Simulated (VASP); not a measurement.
A run of VASP 6.6.1 is set up as follows.

File INCAR:

```
SYSTEM = AgB
  PREC = Accurate
  ENCUT = 500
  EDIFF = 1E-6
  ISMEAR = -1
  SIGMA = 0.1
  LREAL = .FALSE.
  LASPH = .TRUE.
  NELM = 120
  ALGO = Normal
  ISIF = 2
  LWAVE = .FALSE.
  LCHARG = .FALSE.
  GGA = PE
  IVDW = 12
  NBANDS = 14
  GGA_COMPAT = .FALSE.
```

Contents of KPOINTS:

```
regular mesh
0
G
  6 6 6
  0 0 0
```

File POSCAR:

```
AgB
1.0
    2.9400160000      0.0000000000      0.0000000000
    0.0000000000      2.9400160000      0.0000000000
    0.0000000000      0.0000000000      2.9400160000
Ag B
1 1
Direct
    0.0000000000      0.0000000000      0.0000000000
    0.5000000000      0.5000000000      0.5000000000
```

Potentials or basis: VASP PAW PBE potentials, release 64 (Ag, B).

Command:

```bash
$ cat potpaw_PBE.64/Ag/POTCAR potpaw_PBE.64/B/POTCAR > POTCAR
$ mpirun -np 1 vasp_std > vasp.out
```

Problem. Predict the dispersion energy per atom.

Solution. -0.379 eV.

Problem. Estimate the pressure.

Solution. -8.3 GPa.

Problem. Predict the band gap on the k mesh.

Solution. Zero (bands 7 and 8 overlap by 3.44 eV).

Caveat: three body term missing; the cell stands under tension.
